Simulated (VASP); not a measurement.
Set up this calculation in VASP 6.6.1, as the native input.

| Item | Value |
| --- | --- |
| Task | single point |
| Functional | LDA |
| Potentials or basis | VASP PAW LDA potentials, release 64 (Na_pv) |
| Cutoff | 520 eV |
| k mesh | 18 × 18 × 18 |
| Occupations | fermi-dirac, width 0.1 eV |
| Spin | no spin polarisation |
| Dipole correction | no |
| Further INCAR settings | ALGO = Normal; EDIFF = 1e-07; NBANDS = 10 |

The structure of Na lies in POSCAR:

```
Na
1.0
   -1.9731060590      1.9731060590      1.9731060590
    1.9731060590     -1.9731060590      1.9731060590
    1.9731060590      1.9731060590     -1.9731060590
Na
1
Direct
    0.0000000000      0.0000000000      0.0000000000
```

This cell differs from its parent crystal: volume scaled by 0.92.

One way to write it, as run:

INCAR

```
PREC = Accurate ; ENCUT = 520
EDIFF = 1E-7 ; ISMEAR = -1
SIGMA = 0.1 ; LREAL = False
LASPH = True ; NELM = 60
ALGO = Normal ; ISIF = 2
LWAVE = False ; LCHARG = False
GGA = CA ; NBANDS = 10
```

KPOINTS

```
Automatic mesh
0
Gamma
  18 18 18
```

Potentials or basis: VASP PAW LDA potentials, release 64 (Na_pv).

The run is started by

```sh
$ cat potpaw_LDA.64/Na_pv/POTCAR > POTCAR
$ mpirun -np 1 vasp_std > vasp.out
```

Results of the run:

The pressure is 0.9 GPa.

Run time: 41 s on 1 thread of Intel(R) Xeon(R) Platinum 8259CL CPU @ 2.50GHz (Skylake/Cascade Lake), on a shared host, peak memory 0.16 GiB.
